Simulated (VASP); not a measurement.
GaP, 2 atoms in the cell. The structure is cubic, space group F-43m (No. 216). Conventional cell: a = 5.451 Å, b = 5.451 Å, c = 5.451 Å, α = 90.00°, β = 90.00°, γ = 90.00°. Within 3.1 Å of Ga (site symmetry -43m) lie 4 P at 2.36 Å. P (site symmetry -43m) has 4 Ga at 2.36 Å within 3.1 Å. 

* Program: VASP 6.6.1
* Task: G0W0 quasiparticle levels
* Functional: PBE
* Potentials or basis: VASP PAW PBE potentials, release 64 (Ga_d_GW, P_GW)
* Cutoff: 500 eV
* k mesh: 2 × 2 × 2
* Occupations: gaussian, width 0.01 eV
* Spin: no spin polarisation
* Dipole correction: no
* GW scheme: G0W0
* GW iterations: 1
* Cutoff of the response function: 143.3
* Frequency points: 48
* Empty bands: 281
* Further INCAR settings: ALGO = EVGW0; EDIFF = 1e-08; NBANDS = 290

Potentials or basis: VASP PAW PBE potentials, release 64 (Ga_d_GW, P_GW).

The run is started by

```sh
$ cat potpaw_PBE.64/Ga_d_GW/POTCAR potpaw_PBE.64/P_GW/POTCAR > POTCAR
$ cp INCAR.step1 INCAR
$ mpirun -np 1 vasp_std > vasp.out
$ cp INCAR.step2 INCAR
$ mpirun -np 1 vasp_std > vasp.out
$ cp INCAR.step3 INCAR
$ mpirun -np 1 vasp_std > vasp.out
```

Hardware: 1 thread of Intel Xeon 8259CL (shared host).

Estimate the wall time of this run.

It took 46 s on 1 thread of Intel Xeon 8259CL, with other jobs on the host, peak memory 0.27 GiB. Counts: k points 3.
